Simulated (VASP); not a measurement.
# CO (P2_13) in VASP: electric field gradients with PBE

Aim: the electric field gradients of CO with PBE.

Program: VASP 6.6.1. These are calculated values, not measurements. Logs are shortened: lines on timing, memory, paths and dates and some standing lists are left out, and cuts for length are marked.

## 1. The cell of the first run

Symmetry: P2_13, No. 198, cubic system. Conventional cell: a = 5.630 Å, b = 5.630 Å, c = 5.630 Å, α = 90.00°, β = 90.00°, γ = 90.00°. Within 1.5 Å of C (site symmetry 3) lie 1 O at 1.13 Å. Within 1.5 Å of O (site symmetry 3) lie 1 C at 1.13 Å.

## 2. Electric field gradients, PBE

Input file INCAR:

```
SYSTEM = CO
PREC     = Accurate       ! precision mode
ENCUT    = 520            ! plane-wave cutoff, eV
EDIFF    = 1E-8           ! SCF threshold, eV
ISMEAR   = 1              ! smearing method
SIGMA    = 0.15           ! smearing width, eV
LREAL    = .FALSE.        ! projectors in reciprocal space
LASPH    = .TRUE.         ! aspherical terms in the spheres
NELM     = 100            ! most SCF steps
ALGO     = Normal         ! electronic algorithm
ISIF     = 2              ! what is computed and relaxed
LWAVE    = .FALSE.        ! write WAVECAR
LCHARG   = .FALSE.        ! write CHGCAR
GGA      = PE             ! functional
LEFG     = .TRUE.       
NBANDS   = 30             ! bands
```

Input file KPOINTS:

```
Automatic mesh
0
G
  5 5 5
  0 0 0
```

Input file POSCAR:

```
CO
1.0
    5.6300000000      0.0000000000      0.0000000000
    0.0000000000      5.6300000000      0.0000000000
    0.0000000000      0.0000000000      5.6300000000
C O
4 4
Direct
    0.9627510138      0.9627510138      0.9627510138
    0.5372489862      0.0372489862      0.4627510138
    0.4627510138      0.5372489862      0.0372489862
    0.0372489862      0.4627510138      0.5372489862
    0.0791011225      0.0791011225      0.0791011225
    0.4208988775      0.9208988775      0.5791011225
    0.5791011225      0.4208988775      0.9208988775
    0.9208988775      0.5791011225      0.4208988775
```

Potentials or basis: VASP PAW PBE potentials, release 64 (C, O).

Command:

```
> cat potpaw_PBE.64/C/POTCAR potpaw_PBE.64/O/POTCAR > POTCAR
> mpirun -np 1 vasp_std > vasp.out
```

OUTCAR:

```text
SYSTEM = CO
   PREC = Accurate
   ENCUT = 520
   EDIFF = 1E-8
   ISMEAR = 1
   LREAL = .FALSE.
   LASPH = .TRUE.
   NELM = 100
   ISIF = 2
   GGA = PE

 ion  position               nearest neighbor table
   1  0.963  0.963  0.963-   5 1.13
   2  0.537  0.037  0.463-   6 1.13
   3  0.463  0.537  0.037-   7 1.13
   4  0.037  0.463  0.537-   8 1.13
   5  0.079  0.079  0.079-   1 1.13
   6  0.421  0.921  0.579-   2 1.13
   7  0.579  0.421  0.921-   3 1.13
   8  0.921  0.579  0.421-   4 1.13

  LATTYP: Found a simple cubic cell.
 ALAT       =     5.6300000000

  Lattice vectors:

 A1 = (   5.6300000000,   0.0000000000,   0.0000000000)
 A2 = (   0.0000000000,   5.6300000000,   0.0000000000)
 A3 = (   0.0000000000,   0.0000000000,   5.6300000000)

Analysis of symmetry for initial positions (statically):
=====================================================================
 Subroutine PRICEL returns:
 Original cell was already a primitive cell.

 Routine SETGRP: Setting up the symmetry group for a
 simple cubic supercell.

 Subroutine GETGRP returns: Found 12 space group operations
 (whereof  3 operations were pure point group operations)
 out of a pool of 48 trial point group operations.

The static configuration has the point symmetry C_3 .
 The point group associated with its full space group is T   .

Analysis of symmetry for dynamics (positions and initial velocities):
=====================================================================
 Subroutine PRICEL returns:
 Original cell was already a primitive cell.

 Routine SETGRP: Setting up the symmetry group for a
 simple cubic supercell.

 Subroutine GETGRP returns: Found 12 space group operations
 (whereof  3 operations were pure point group operations)
 out of a pool of 48 trial point group operations.

The dynamic configuration has the point symmetry C_3 .
 The point group associated with its full space group is T   .

 Subroutine INISYM returns: Found 12 space group operations
 (whereof  3 operations are pure point group operations),
 and found     1 'primitive' translations

----------------------------------------------------------------------------------------

                                     Primitive cell

  volume of cell :     178.4535

  direct lattice vectors                    reciprocal lattice vectors
     5.630000000  0.000000000  0.000000000     0.177619893  0.000000000  0.000000000
     0.000000000  5.630000000  0.000000000     0.000000000  0.177619893  0.000000000
     0.000000000  0.000000000  5.630000000     0.000000000  0.000000000  0.177619893

  length of vectors
     5.630000000  5.630000000  5.630000000     0.177619893  0.177619893  0.177619893

  position of ions in fractional coordinates (direct lattice)
     0.962751014  0.962751014  0.962751014
     0.537248986  0.037248986  0.462751014
     0.462751014  0.537248986  0.037248986
     0.037248986  0.462751014  0.537248986
     0.079101122  0.079101122  0.079101122
     0.420898878  0.920898878  0.579101122
     0.579101122  0.420898878  0.920898878
     0.920898878  0.579101122  0.420898878

  ion indices of the primitive-cell ions
   primitive index   ion index
                 1           1
                 2           2
                 3           3
                 4           4
                 5           5
                 6           6
                 7           7
                 8           8

----------------------------------------------------------------------------------------

 KPOINTS: Automatic mesh

Automatic generation of k-mesh.
 Grid dimensions read from file:
 generate k-points for:    5    5    5
[... 51 lines left out ...]
   LREAL  =      F    real-space projection
   EDIFFG = 0.1E-06   stopping-criterion for IOM
   NSW    =      0    number of steps for IOM
   IBRION =     -1    ionic relax: 0-MD 1-quasi-New 2-CG
   NFREE  =      0    steps in history (QN), initial steepest desc. (CG)
   ISIF   =      2    stress and relaxation
   ISYM   =      2    0-nonsym 1-usesym 2-fastsym
   POTIM  = 0.5000    time-step for ionic-motion
   TEBEG  =    0.0;   TEEND  =   0.0 temperature during run
   PSTRESS=    0.0 pullay stress
   NELECT =      40.0000    total number of electrons
   NUPDOWN=      -1.0000    fix difference up-down
   EMIN   =  10.00;   EMAX   =-10.00  energy-range for DOS
   EFERMI =   0.00;   METHOD = LEGACY
   ISMEAR =     1;   SIGMA  =   0.15  broadening in eV -4-tet -1-fermi 0-gaus
   EFERMI_NEDOS =   21; number of points for ismear=-14 and -15
   IALGO  =     38    algorithm
   IMIX   =      4    mixing-type and parameters
     AMIX     =   0.40;   BMIX     =  1.00
     AMIX_MAG =   1.60;   BMIX_MAG =  1.00
  volume/ion in A,a.u.               =      22.31       150.53
  Fermi-wavevector in a.u.,A,eV,Ry     =   0.994458  1.879253 13.455436  0.988947
  Thomas-Fermi vector in A             =   2.126411
   LORBIT       =      0    0 simple, 1 ext, 2 COOP (PROOUT), +10 PAW based schemes
   GGA     = PE    functional components
   LHFCALC =     F    Hartree Fock is set to
   AEXX    =    0.0000 exact exchange contribution
   IVDW    =     0    specifies the selected vdW correction
   LEPSILON=     F    determine dielectric tensor
   LRPA    =     F    only Hartree local field effects (RPA)
 non-spin polarized calculation
 Methfessel and Paxton  Order N= 1 SIGMA  =   0.15
  energy-cutoff  :      520.00
  volume of cell :      178.45
 maximum number of plane-waves:      4836
 NGX is ok and might be reduce to    42
   NGX = 21   NGY = 21   NGZ = 21

 number of electron      40.0000032 magnetization

 Free energy of the ion-electron system (eV)
  ---------------------------------------------------
  ext. energy  EPLUGINS =         0.00000000
  ---------------------------------------------------
  free energy    TOTEN  =       -59.19751092 eV

  energy without entropy =      -59.21707527  energy(sigma->0) =      -59.20403237

 E-fermi :  -5.1311     XC(G=0):  -6.5175

 val. band max:       -5.2045554211   @ k =   0.4000   0.0000   0.0000
 cond. band min:       0.7935787167   @ k =   0.2000   0.2000   0.0000
 fundamental gap:      5.9981341378
 Fermi energy:        -5.1310907353

 k-point     1 :       0.0000    0.0000    0.0000
  band No.  band energies     occupation
      1     -25.8427      2.00000
      2     -25.7842      2.00000
      3     -25.7842      2.00000
      4     -25.7842      2.00000
      5     -10.5874      2.00000
      6     -10.5874      2.00000
[... 352 lines left out ...]
     29       5.7769      0.00000
     30       5.8824      0.00000

------------------------ aborting loop because EDIFF is reached ----------------------------------------

  FORCE on cell =-STRESS in cart. coord.  units (eV):
  Direction    XX          YY          ZZ          XY          YZ          ZX
  --------------------------------------------------------------------------------------
  -------------------------------------------------------------------------------------
  Total        1.9261693      1.9261693      1.9261693      0.0000000      0.0000000      0.0000000
  in kB       17.2933792     17.2933792     17.2933792      0.0000000      0.0000000      0.0000000
  external PRESSURE =      17.2933792 kB  Pullay stress =       0.0000000 kB

 VOLUME and BASIS-vectors are now :
 -----------------------------------------------------------------------------
  energy-cutoff  :      520.00
  volume of cell :      178.45
      direct lattice vectors                 reciprocal lattice vectors
     5.630000000  0.000000000  0.000000000     0.177619893  0.000000000  0.000000000
     0.000000000  5.630000000  0.000000000     0.000000000  0.177619893  0.000000000
     0.000000000  0.000000000  5.630000000     0.000000000  0.000000000  0.177619893

 POSITION                                       TOTAL-FORCE (eV/Angst)
 -----------------------------------------------------------------------------------
      5.42029      5.42029      5.42029        -0.549790     -0.549790     -0.549790
      3.02471      0.20971      2.60529         0.549790      0.549790     -0.549790
      2.60529      3.02471      0.20971        -0.549790      0.549790      0.549790
      0.20971      2.60529      3.02471         0.549790     -0.549790      0.549790
      0.44534      0.44534      0.44534         0.548323      0.548323      0.548323
      2.36966      5.18466      3.26034        -0.548323     -0.548323      0.548323
      3.26034      2.36966      5.18466         0.548323     -0.548323     -0.548323
      5.18466      3.26034      2.36966        -0.548323      0.548323     -0.548323
 -----------------------------------------------------------------------------------
    total drift:                                0.000000     -0.000000      0.000000

  FREE ENERGIE OF THE ION-ELECTRON SYSTEM (eV)
  ---------------------------------------------------
  free  energy   TOTEN  =       -59.1975109212 eV

  energy  without entropy=      -59.2170752698  energy(sigma->0) =      -59.20403237

 Electric field gradients (V/A^2)
---------------------------------------------------------------------
 ion       V_xx      V_yy      V_zz      V_xy      V_xz      V_yz
---------------------------------------------------------------------
   1      -0.000    -0.000    -0.000   -49.560   -49.560   -49.560
   2      -0.000    -0.000     0.000   -49.560    49.560    49.560
   3      -0.000    -0.000    -0.000    49.560    49.560   -49.560
   4      -0.000    -0.000     0.000    49.560   -49.560    49.560
   5       0.000    -0.000    -0.000   -35.823   -35.823   -35.823
   6       0.000    -0.000    -0.000   -35.823    35.823    35.823
   7       0.000    -0.000    -0.000    35.823    35.823   -35.823
   8       0.000     0.000    -0.000    35.823   -35.823    35.823
---------------------------------------------------------------------

 Electric field gradients after diagonalization (V/A^2)
 (convention: |V_zz| > |V_xx| > |V_yy|)
----------------------------------------------------------------------
 ion       V_xx      V_yy      V_zz     asymmetry (V_yy - V_xx)/ V_zz
----------------------------------------------------------------------
   1      49.560    49.560   -99.120       0.000
   2      49.560    49.560   -99.120       0.000
   3      49.560    49.560   -99.120       0.000
   4      49.560    49.560   -99.120       0.000
   5      35.823    35.823   -71.647       0.000
   6      35.823    35.823   -71.647       0.000
   7      35.823    35.823   -71.647       0.000
   8      35.823    35.823   -71.647       0.000
----------------------------------------------------------------------

           NMR quadrupolar parameters

 Cq : quadrupolar parameter    Cq=e*Q*V_zz/h
 eta: asymmetry parameters     (V_yy - V_xx)/ V_zz
 Q  : nuclear electric quadrupole moment in mb (millibarn)
----------------------------------------------------------------------
 ion       Cq(MHz)       eta       Q (mb)
----------------------------------------------------------------------
   1      -0.240       0.000       1.000
   2      -0.240       0.000       1.000
   3      -0.240       0.000       1.000
   4      -0.240       0.000       1.000
   5      -0.173       0.000       1.000
   6      -0.173       0.000       1.000
   7      -0.173       0.000       1.000
   8      -0.173       0.000       1.000
----------------------------------------------------------------------
```

Wall time 58 s (1 thread of AMD EPYC 7R13 (Zen 3), shared host); peak memory 0.23 GiB.

What came out:

```
Free energy                             : -59.1975 eV
Pressure                                : 1.7 GPa
Largest force                           : 0.952 eV/Å
Band gap on the k mesh                  : 6.00 eV
Largest electric field gradient by atom : C -99.1; O -71.6 V/Å²
```

Forces in eV/Å, atoms in the order of the input:
```
C   -0.550 -0.550 -0.550
C    0.550  0.550 -0.550
C   -0.550  0.550  0.550
C    0.550 -0.550  0.550
O    0.548  0.548  0.548
O   -0.548 -0.548  0.548
O    0.548 -0.548 -0.548
O   -0.548  0.548 -0.548
```

Electric field gradients, principal values (V/Å²):
```csv
atom,least,middle,greatest (by size)
1 C,49.560,49.560,-99.120
2 C,49.560,49.560,-99.120
3 C,49.560,49.560,-99.120
4 C,49.560,49.560,-99.120
5 O,35.823,35.823,-71.647
6 O,35.823,35.823,-71.647
7 O,35.823,35.823,-71.647
8 O,35.823,35.823,-71.647
```

Caveat: this functional lacks dispersion, which holds the molecules together, so the pressure and a relaxed volume are unreliable; without QUAD_EFG the Cq values of the log hold for a quadrupole moment of 1 mb, not for the nuclei; an odd mesh through Γ misses points on the zone boundary, where band edges can lie.
